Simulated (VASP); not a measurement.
Here is a VASP 6.6.1 calculation.

Contents of INCAR:

```
PREC = Accurate ; ENCUT = 520
EDIFF = 1E-6 ; ISMEAR = 0
SIGMA = 0.05 ; LREAL = False
LASPH = True ; NELM = 80
ALGO = Normal ; ISIF = 2
LWAVE = False ; LCHARG = True
GGA = CA ; LELF = True
LVHAR = True ; NBANDS = 15
```

Contents of KPOINTS:

```
regular mesh
0
Gamma
  8 8 8
```

POSCAR

```
KF
1.0
    3.7621887305      0.0000000000      0.0000000000
    0.0000000000      3.7621887305      0.0000000000
    0.0000000000      0.0000000000      2.4454226748
K F
1 1
Direct
    0.0000000000      0.0000000000      0.0000000000
    0.5000000000      0.5000000000      0.5000000000
```

Potentials or basis: VASP PAW LDA potentials, release 64 (K_sv, F).

Launch:

```sh
$ cat potpaw_LDA.64/K_sv/POTCAR potpaw_LDA.64/F/POTCAR > POTCAR
$ mpirun -np 1 vasp_std > vasp.out
```

Problem. What does it give for the band gap on the k mesh?

Solution. 3.32 eV, indirect (least direct gap 3.33 eV).

Problem. Estimate the pressure.

Solution. 0.6 GPa.

Stress tensor (GPa, compression positive):
```
-17.43   0.00   0.00
  0.00 -17.43   0.00
  0.00   0.00  36.68
```

 A k mesh can miss the band edges.
